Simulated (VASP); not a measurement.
# Ni (Fm-3m) in VASP: a series of runs

Ni is run at these levels: PBE; tasks: single point.

Everything below comes from runs of VASP 6.6.1. Logs are shortened: lines on timing, memory, paths and dates and some standing lists are left out, and cuts for length are marked.

### 1 The cell of the first run

The structure is cubic, space group Fm-3m (No. 225). The conventional cell has a = 3.519 Å, b = 3.519 Å, c = 3.519 Å, α = 90.00°, β = 90.00°, γ = 90.00°. Within 3.3 Å of Ni (site symmetry m-3m) lie 12 Ni at 2.49 Å.

### 2 Single point, PBE, collinear spin, ferromagnetic start

The input, INCAR:

```
PREC = Accurate
ENCUT = 520
EDIFF = 1E-6
ISMEAR = -1
SIGMA = 0.1
LREAL = False
LASPH = True
NELM = 150
ALGO = Normal
ISIF = 2
LWAVE = False
LCHARG = False
ISPIN = 2
MAGMOM = 1.88
LORBIT = 11
NUPDOWN = 1.88
LMAXMIX = 4
GGA = PE
NBANDS = 15
```

The input, KPOINTS:

```
Automatic mesh
0
Gamma
  14 14 14
```

The input, POSCAR:

```
Ni
1.0
    0.0000000000      1.7597000000      1.7597000000
    1.7597000000      0.0000000000      1.7597000000
    1.7597000000      1.7597000000      0.0000000000
Ni
1
Direct
    0.0000000000      0.0000000000      0.0000000000
```

Potentials or basis: VASP PAW PBE potentials, release 64 (Ni).

Started as:

```
$ cat potpaw_PBE.64/Ni/POTCAR > POTCAR
$ mpirun -np 1 vasp_std > vasp.out
```

OUTCAR:

```text
PREC = Accurate
   ENCUT = 520
   EDIFF = 1E-6
   ISMEAR = -1
   LREAL = False
   LASPH = True
   NELM = 150
   ISIF = 2
   ISPIN = 2
   LORBIT = 11
   NUPDOWN = 1.88
   GGA = PE

 ion  position               nearest neighbor table
   1  0.000  0.000  0.000-

  LATTYP: Found a face centered cubic cell.
 ALAT       =     3.5194000000

  Lattice vectors:

 A1 = (   0.0000000000,   1.7597000000,   1.7597000000)
 A2 = (   1.7597000000,   0.0000000000,   1.7597000000)
 A3 = (   1.7597000000,   1.7597000000,   0.0000000000)

Analysis of symmetry for initial positions (statically):
=====================================================================
 Subroutine PRICEL returns:
 Original cell was already a primitive cell.

 Routine SETGRP: Setting up the symmetry group for a
 face centered cubic supercell.

 Subroutine GETGRP returns: Found 48 space group operations
 (whereof 48 operations were pure point group operations)
 out of a pool of 48 trial point group operations.

The static configuration has the point symmetry O_h .

Analysis of symmetry for dynamics (positions and initial velocities):
=====================================================================
 Subroutine PRICEL returns:
 Original cell was already a primitive cell.

 Routine SETGRP: Setting up the symmetry group for a
 face centered cubic supercell.

 Subroutine GETGRP returns: Found 48 space group operations
 (whereof 48 operations were pure point group operations)
 out of a pool of 48 trial point group operations.

The dynamic configuration has the point symmetry O_h .

Analysis of structural, dynamic, and magnetic symmetry:
=====================================================================
 Subroutine PRICEL returns:
 Original cell was already a primitive cell.

 Routine SETGRP: Setting up the symmetry group for a
 face centered cubic supercell.

 Subroutine GETGRP returns: Found 48 space group operations
 (whereof 48 operations were pure point group operations)
 out of a pool of 48 trial point group operations.

The overall configuration has the point symmetry O_h .

 Subroutine INISYM returns: Found 48 space group operations
 (whereof 48 operations are pure point group operations),
 and found     1 'primitive' translations

----------------------------------------------------------------------------------------

                                     Primitive cell

  volume of cell :      10.8980

  direct lattice vectors                    reciprocal lattice vectors
     0.000000000  1.759700000  1.759700000    -0.284139342  0.284139342  0.284139342
     1.759700000  0.000000000  1.759700000     0.284139342 -0.284139342  0.284139342
     1.759700000  1.759700000  0.000000000     0.284139342  0.284139342 -0.284139342

  length of vectors
     2.488591606  2.488591606  2.488591606     0.492143777  0.492143777  0.492143777

  position of ions in fractional coordinates (direct lattice)
     0.000000000  0.000000000  0.000000000

  ion indices of the primitive-cell ions
   primitive index   ion index
                 1           1

----------------------------------------------------------------------------------------

 KPOINTS: Automatic mesh

Automatic generation of k-mesh.
 Grid dimensions read from file:
 generate k-points for:   14   14   14

 Generating k-lattice:

  Cartesian coordinates                     Fractional coordinates (reciprocal lattice)
    -0.020295667  0.020295667  0.020295667     0.071428571  0.000000000  0.000000000
     0.020295667 -0.020295667  0.020295667     0.000000000  0.071428571  0.000000000
     0.020295667  0.020295667 -0.020295667     0.000000000  0.000000000  0.071428571

  Length of vectors
     0.035153127  0.035153127  0.035153127

  Shift w.r.t. Gamma in fractional coordinates (k-lattice)
     0.000000000  0.000000000  0.000000000

 Subroutine IBZKPT returns following result:
 ===========================================

 Found    104 irreducible k-points:

 Following reciprocal coordinates:
            Coordinates               Weight
  0.000000  0.000000  0.000000      1.000000
  0.071429  0.000000  0.000000      8.000000
  0.142857  0.000000  0.000000      8.000000
  0.214286  0.000000  0.000000      8.000000
  0.285714  0.000000  0.000000      8.000000
  0.357143  0.000000  0.000000      8.000000
[... 16 lines left out ...]
  0.214286  0.142857  0.000000     24.000000
  0.285714  0.142857  0.000000     24.000000
 [... further k-points ...]
   k-points           NKPTS =    104   k-points in BZ     NKDIM =    104   number of bands    NBANDS=     15
   number of dos      NEDOS =    301   number of ions     NIONS =      1
   total plane-waves  NPLWV =   8000
   dimension x,y,z NGX =    20 NGY =   20 NGZ =   20
   dimension x,y,z NGXF=    40 NGYF=   40 NGZF=   40
   ions per type =               1
   NGX,Y,Z   is equivalent  to a cutoff of  13.36, 13.36, 13.36 a.u.
   NGXF,Y,Z  is equivalent  to a cutoff of  26.72, 26.72, 26.72 a.u.
 SYSTEM =  unknown system
   PREC   = accura    normal or accurate (medium, high low for compatibility)
   ISTART =      0    job   : 0-new  1-cont  2-samecut
   ICHARG =      2    charge: 1-file 2-atom 10-const
   ISPIN  =      2    spin polarized calculation?
   LNONCOLLINEAR =      F non collinear calculations
   LSORBIT =      F    spin-orbit coupling
   LASPH  =      T    aspherical Exc in radial PAW
   ENCUT  =  520.0 eV  38.22 Ry    6.18 a.u.   4.63  4.63  4.63*2*pi/ulx,y,z
   NELM   =    150;   NELMIN=  2; NELMDL= -5     # of ELM steps
   EDIFF  = 0.1E-05   stopping-criterion for ELM
   LREAL  =      F    real-space projection
   EDIFFG = 0.1E-04   stopping-criterion for IOM
   NSW    =      0    number of steps for IOM
   IBRION =     -1    ionic relax: 0-MD 1-quasi-New 2-CG
   NFREE  =      0    steps in history (QN), initial steepest desc. (CG)
   ISIF   =      2    stress and relaxation
   ISYM   =      2    0-nonsym 1-usesym 2-fastsym
   POTIM  = 0.5000    time-step for ionic-motion
   TEBEG  =    0.0;   TEEND  =   0.0 temperature during run
   PSTRESS=    0.0 pullay stress
   NELECT =      10.0000    total number of electrons
   NUPDOWN=       1.8800    fix difference up-down
   EMIN   =  10.00;   EMAX   =-10.00  energy-range for DOS
   EFERMI =   0.00;   METHOD = LEGACY
   ISMEAR =    -1;   SIGMA  =   0.10  broadening in eV -4-tet -1-fermi 0-gaus
   EFERMI_NEDOS =   21; number of points for ismear=-14 and -15
   IALGO  =     38    algorithm
   IMIX   =      4    mixing-type and parameters
     AMIX     =   0.40;   BMIX     =  1.00
     AMIX_MAG =   1.60;   BMIX_MAG =  1.00
  volume/ion in A,a.u.               =      10.90        73.54
  Fermi-wavevector in a.u.,A,eV,Ry     =   1.590839  3.006250 34.433194  2.530768
  Thomas-Fermi vector in A             =   2.689472
   LORBIT       =     11    0 simple, 1 ext, 2 COOP (PROOUT), +10 PAW based schemes
   GGA     = PE    functional components
   LHFCALC =     F    Hartree Fock is set to
   AEXX    =    0.0000 exact exchange contribution
   IVDW    =     0    specifies the selected vdW correction
   LEPSILON=     F    determine dielectric tensor
   LRPA    =     F    only Hartree local field effects (RPA)
 spin polarized calculation
  energy-cutoff  :      520.00
  volume of cell :       10.90
 maximum number of plane-waves:       306
   NGX =  9   NGY =  9   NGZ =  9

 number of electron      10.0000009 magnetization       1.8800002

 Free energy of the ion-electron system (eV)
  ---------------------------------------------------
  ext. energy  EPLUGINS =         0.00000000
  ---------------------------------------------------
  free energy    TOTEN  =        -4.08548611 eV

  energy without entropy =       -4.04001495  energy(sigma->0) =       -4.06275053

 E-fermi :   8.5690     XC(G=0): -13.3310

 val. band max:       13.6367580412   @ k =  -0.3571   0.3571   0.1429
 cond. band min:       8.5703492637   @ k =  -0.2857   0.0714   0.0000
 fundamental gap:     -5.0664087775
 Fermi energy:        13.8970463465

 spin component 1

 k-point     1 :       0.0000    0.0000    0.0000
  band No.  band energies     occupation
      1      -0.0473      1.00000
      2       5.7401      1.00000
      3       5.7401      1.00000
      4       5.7401      1.00000
      5       6.7527      1.00000
      6       6.7527      1.00000
      7      32.6788      0.00000
      8      36.5012      0.00000
      9      36.5012      0.00000
     10      36.5012      0.00000
     11      39.2362      0.00000
     12      39.2362      0.00000
     13      39.2362      0.00000
     14      42.4719      0.00000
     15      48.6048      0.00000

 k-point     2 :       0.0714    0.0000    0.0000
  band No.  band energies     occupation
      1       0.1512      1.00000
      2       5.6957      1.00000
      3       5.7814      1.00000
      4       5.7814      1.00000
      5       6.7366      1.00000
      6       6.7366      1.00000
      7      31.8722      0.00000
      8      34.4547      0.00000
      9      36.0006      0.00000
     10      36.0006      0.00000
     11      39.9656      0.00000
     12      39.9656      0.00000
     13      40.5157      0.00000
     14      44.1060      0.00000
     15      46.8441      0.00000
[... 365 lines left out ...]
      3       6.0872      1.00000
      4       6.1444      1.00000
      5       6.4699      1.00000
      6       6.9442      1.00000
      7      27.9557      0.00000
      8      30.6553      0.00000
      9      31.3154      0.00000
     10      33.5170      0.00000
     11      37.6537      0.00000
     12      43.1147      0.00000
     13      44.8788      0.00000
     14      45.6204      0.00000
     15      50.0588      0.00000

 k-point    24 :       0.2857    0.1429    0.0000
  band No.  band energies     occupation
      1       2.5456      1.00000
      2       5.1598      1.00000
      3       5.9444      1.00000
      4       6.1985      1.00000
      5       6.8195      1.00000
      6       7.0780      1.00000
      7      24.2727      0.00000
      8      29.8465      0.00000
      9      30.6087      0.00000
     10      33.2345      0.00000
     11      38.3021      0.00000
     12      42.3853      0.00000
     13      44.3601      0.00000
     14      46.4400      0.00000
     15      50.8689      0.00000

 [... further k-points ...]

 spin component 2

 k-point     1 :       0.0000    0.0000    0.0000
  band No.  band energies     occupation
      1       0.7195      1.00000
      2       7.4058      0.99999
      3       7.4058      0.99999
      4       7.4058      0.99999
      5       8.4246      0.80911
      6       8.4246      0.80911
      7      33.4154      0.00000
      8      37.2918      0.00000
      9      37.2918      0.00000
     10      37.2918      0.00000
     11      40.1880      0.00000
     12      40.1880      0.00000
     13      40.1880      0.00000
     14      43.2414      0.00000
     15      49.5218      0.00000

 k-point     2 :       0.0714    0.0000    0.0000
  band No.  band energies     occupation
      1       0.9186      1.00000
      2       7.3543      0.99999
      3       7.4496      0.99999
      4       7.4496      0.99999
      5       8.4067      0.83520
      6       8.4067      0.83520
      7      32.6819      0.00000
      8      35.2480      0.00000
      9      36.8328      0.00000
     10      36.8328      0.00000
     11      40.8694      0.00000
     12      40.8694      0.00000
     13      41.3556      0.00000
     14      44.9109      0.00000
     15      47.7620      0.00000
[... 365 lines left out ...]
      3       7.7489      0.99973
      4       7.8289      0.99939
      5       8.1134      0.98961
      6       8.6315      0.34871
      7      28.8818      0.00000
      8      31.5457      0.00000
      9      32.1746      0.00000
     10      34.3608      0.00000
     11      38.5976      0.00000
     12      43.9286      0.00000
     13      45.6445      0.00000
     14      46.4104      0.00000
     15      50.9831      0.00000

 k-point    24 :       0.2857    0.1429    0.0000
  band No.  band energies     occupation
      1       3.3670      1.00000
      2       6.7402      1.00000
      3       7.5686      0.99995
      4       7.8735      0.99905
      5       8.4691      0.73077
      6       8.7866      0.10196
      7      25.2341      0.00000
      8      30.7341      0.00000
      9      31.4720      0.00000
     10      34.1299      0.00000
     11      39.1939      0.00000
     12      43.1948      0.00000
     13      45.1571      0.00000
     14      47.3043      0.00000
     15      51.7575      0.00000

 [... further k-points ...]
[... 5 lines left out ...]
  --------------------------------------------------------------------------------------
  -------------------------------------------------------------------------------------
  Total        1.5038012      1.5038012      1.5038012     -0.0000000     -0.0000000     -0.0000000
  in kB      221.0828730    221.0828730    221.0828730     -0.0000000     -0.0000000     -0.0000000
  external PRESSURE =     221.0828730 kB  Pullay stress =       0.0000000 kB

 VOLUME and BASIS-vectors are now :
 -----------------------------------------------------------------------------
  energy-cutoff  :      520.00
  volume of cell :       10.90
      direct lattice vectors                 reciprocal lattice vectors
     0.000000000  1.759700000  1.759700000    -0.284139342  0.284139342  0.284139342
     1.759700000  0.000000000  1.759700000     0.284139342 -0.284139342  0.284139342
     1.759700000  1.759700000  0.000000000     0.284139342  0.284139342 -0.284139342

 POSITION                                       TOTAL-FORCE (eV/Angst)
 -----------------------------------------------------------------------------------
      0.00000      0.00000      0.00000         0.000000      0.000000      0.000000
 -----------------------------------------------------------------------------------
    total drift:                                0.000000      0.000000      0.000000

  FREE ENERGIE OF THE ION-ELECTRON SYSTEM (eV)
  ---------------------------------------------------
  free  energy   TOTEN  =        -4.0854861109 eV

  energy  without entropy=       -4.0400149513  energy(sigma->0) =       -4.06275053

 total charge

# of ion       s       p       d       tot
------------------------------------------
    1        0.532   0.646   8.069   9.248

 magnetization (x)

# of ion       s       p       d       tot
------------------------------------------
    1        0.059   0.207   1.505   1.771
```

Run time: 35 s. Hardware: 1 thread of Intel Xeon 6975P-C, shared host; peak memory 0.15 GiB.

What came out:

* Free energy: -4.0855 eV
* Pressure: 22.1 GPa
* Net moment: 1.88 μB per cell
* Site moments: Ni +1.77 μB
* Valence electrons inside the program's atomic spheres: Ni 9.25

Caveat: the total moment is fixed, so each spin has its own Fermi level.

(Part 1 of 2 ends here.)
